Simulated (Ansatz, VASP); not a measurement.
**Pd: VASP beside Ansatz**

```xyz
1
Lattice="0.0194 1.9546 1.9546 1.9546 0.0194 1.9546 1.9546 1.9546 0.0194" Properties=species:S:1:pos:R:3 pbc="T T T"
Pd    0.0000    0.0000    0.0000
```

Change from the starting cell: equal xy, yz and zx shear strains of +1 %, crystal datasets.

Alike in both runs: task electric field gradients; functional PBEsol; k mesh 18 × 18 × 18; occupations fermi-dirac, width 0.05 eV; no spin polarisation.

|  | VASP | Ansatz |
| --- | --- | --- |
| version | VASP 6.6.1 | Ansatz 0.2.0 |
| potentials or method | VASP PAW PBE potentials, release 64 (Pd), cutoff 520 eV | all-electron PAW with datasets made for the crystal, scalar-relativistic |

|  | VASP | Ansatz | Ansatz less VASP |
| --- | --- | --- | --- |
| pressure (GPa) | -2.5 | -2.2 | +0.28 |
| traceless stress, the component that is largest in VASP (GPa) | -0.74 | -0.74 | +0.004 |
| size of Vzz on the site where it differs most (V/Å²) | 3.4 | 7.1 | +3.72 |

VASP's potentials were made for PBE, not for PBEsol. Ansatz ran all-electron here, and VASP with PAW potentials.
